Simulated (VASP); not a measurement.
The system is Cr.

```
Cr
1.0
     2.96890    0.00000    0.00000
     0.00000    2.96890    0.00000
     0.00000    0.00000    2.96890
Cr
2
Cartesian
  0.0000 0.0000 0.0000
  1.4844 1.4844 1.4844
```

Base run:

- Program: VASP 6.6.1
- Functional: PBE
- Potentials or basis: VASP PAW PBE potentials, release 64 (Cr_pv)
- Cutoff: 520 eV
- k mesh: 6 × 6 × 6
- Occupations: gaussian, width 0.1 eV
- Spin: collinear spin, antiferromagnetic start
- Starting moments: [-3.0, 3.0] μB

Its results: band gap on the k mesh zero (filled and empty bands overlap); pressure -13.5 GPa; net moment 0.00 μB per cell; site moments Cr -1.78, +1.78 μB.

After a change of settings the same cell gave: band gap on the k mesh zero (filled and empty bands overlap); pressure -8.4 GPa; net moment 0.00 μB per cell; site moments Cr -1.50, +1.50 μB. Which change was it?
A. occupations from gaussian, width 0.1 eV to fermi-dirac, width 0.00861733 eV; further incar settings from ALGO = Fast; EDIFF = 1e-06; NBANDS = 23 to ALGO = Normal; EDIFF = 1e-06; NBANDS = 23
B. k mesh from 6 × 6 × 6 to 2 × 2 × 2
C. functional from PBE to RPBE; further incar settings from ALGO = Fast; EDIFF = 1e-06; NBANDS = 23 to ALGO = Normal; EDIFF = 1e-07; NBANDS = 23

B.

Caveats: some runs use coarse meshes.
